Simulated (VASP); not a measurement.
Wanted: the native input for a VASP 6.6.1 run.

```yaml
Task: single point
Functional: PBE
Potentials_or_basis: VASP PAW PBE potentials, release 64 (Os)
Cutoff: 520 eV
k_mesh: 18 × 18 × 12
Occupations: gaussian, width 0.15 eV
Spin: no spin polarisation
Dipole_correction: no
Further_INCAR_settings: ALGO = Fast; EDIFF = 1e-06; NBANDS = 15
```

The structure of Os lies in POSCAR:

```
Os
1.0
    2.8776402242      0.0000000000      0.0000000000
   -1.4388201121      2.2434905334      0.0000000000
    0.0000000000      0.0000000000      4.3197000000
Os
2
Direct
    0.3333333333      0.6666666667      0.2500000000
    0.6666666667      0.3333333333      0.7500000000
```

This cell differs from its parent crystal: strain +0.0525 x Voigt [1, -1, 0, 0, 0, 0].

The input as run:

INCAR

```
ALGO     = Fast           # electronic algorithm
EDIFF    = 1E-6           # SCF threshold, eV
ENCUT    = 520            # plane-wave cutoff, eV
GGA      = PE             # functional
ISIF     = 2              # what is computed and relaxed
ISMEAR   = 0              # smearing method
LASPH    = T              # aspherical terms in the spheres
LCHARG   = F              # write CHGCAR
LREAL    = F              # projectors in reciprocal space
LWAVE    = F              # write WAVECAR
NBANDS   = 15             # bands
NELM     = 80             # most SCF steps
PREC     = Accurate       # precision mode
SIGMA    = 0.15           # smearing width, eV
```

KPOINTS

```
k-points
0
Gamma
  18 18 12
```

Potentials or basis: VASP PAW PBE potentials, release 64 (Os).

Launch:

```console
$ cat potpaw_PBE.64/Os/POTCAR > POTCAR
$ mpirun -np 1 vasp_std > vasp.out
```

It gave:

- Pressure: 13.3 GPa
- Largest force: 0.341 eV/Å
- Band gap on the k mesh: zero (band 8 reaches 12.00 eV, above the bottom of band 9 at 7.80 eV)

Caveat: the cell differs from its parent crystal (strain +0.0525 x Voigt [1, -1, 0, 0, 0, 0]); spin-orbit coupling is left out, which moves the levels of the heavy elements.

Wall time 4 min on 1 thread of Oxide Virtual Turin-like Processor, on a shared host, peak memory 0.3 GiB.
